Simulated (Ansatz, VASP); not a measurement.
Si4O: VASP beside Ansatz

```
Si O
1.0
     3.83334    0.00000    0.00000
     0.00000    3.83334    0.00000
     0.00000    0.00000   21.20348
Si O
4 1
Direct
  0.00000 0.50000 0.18865
  0.00000 0.00000 0.25257
  0.50000 0.00000 0.31919
  0.50000 0.50000 0.38218
  0.50000 0.87500 0.50008
```

Alike in both runs: task single point; functional PBE; dispersion D3(BJ); k mesh 7 × 7 × 1; occupations gaussian, width 0.05 eV; collinear spin.

|  | VASP | Ansatz |
| --- | --- | --- |
| version | VASP 6.6.1 | Ansatz 0.2.0 |
| potentials or method | VASP PAW PBE potentials, release 64 (Si, O), cutoff 520 eV | scalar-relativistic, plane waves, PAW |
| valence electrons in the cell | 22 | 22 |

|  | VASP | Ansatz | Ansatz less VASP |
| --- | --- | --- | --- |
| gap on the k mesh at the Fermi level (eV) | none | none | - |
| rms of the force components (eV/Å) | 0.412 | 0.407 | -0.0048 |
| net moment per atom (μB) | 0.34 | 0.29 | -0.041 |
| size of the moment on the site where the two differ most (μB) | 1.33 | 1.59 | +0.257 |

Site moments also hang on the region over which each program counts them. Atom by atom the forces differ by 0.029 eV/Å (rms over components). A gap of «none» marks a metal or a gap that the smearing closes.
